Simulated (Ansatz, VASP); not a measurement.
## SiC: VASP beside Ansatz

```
CELL_PARAMETERS angstrom
3.07530 0.00000 0.00000
-1.53765 2.66329 0.00000
0.00000 0.00000 5.25027
ATOMIC_POSITIONS crystal
Si 0.33333 0.66667 0.50075
Si 0.66667 0.33333 0.00075
C 0.33333 0.66667 0.87425
C 0.66667 0.33333 0.37425
```

Change from the starting cell: strain along c alone, the other axes held, atoms relaxed: +4.0 %.

Alike in both runs: functional r2SCAN; k mesh 12 × 12 × 6; occupations gaussian, width 0.02 eV; no spin polarisation.

Ansatz relaxed the structure, and its values are those at the end. VASP's run is a single point on that final structure, the one shown.

|  | VASP | Ansatz |
| --- | --- | --- |
| version | VASP 6.6.1 | Ansatz 0.2.0 |
| potentials or method | VASP PAW PBE potentials, release 64 (Si, C), cutoff 520 eV | scalar-relativistic, plane waves, PAW |
| valence electrons in the cell | 16 | 16 |

Ansatz gave:

- gap on the k mesh at the Fermi level (eV): 2.47
- least direct gap on the mesh (eV): 4.71
- pressure (GPa): -7.9

Task: What did VASP give for the same quantities?

Result: gap on the k mesh at the Fermi level (eV): 2.47; least direct gap on the mesh (eV): 4.72; pressure (GPa): -8.1.

VASP's potentials were made for PBE, not for r2SCAN. The functional is the same, so the differences come from potentials, cutoffs and numerics. Ansatz's warnings: stress scf threshold loose.
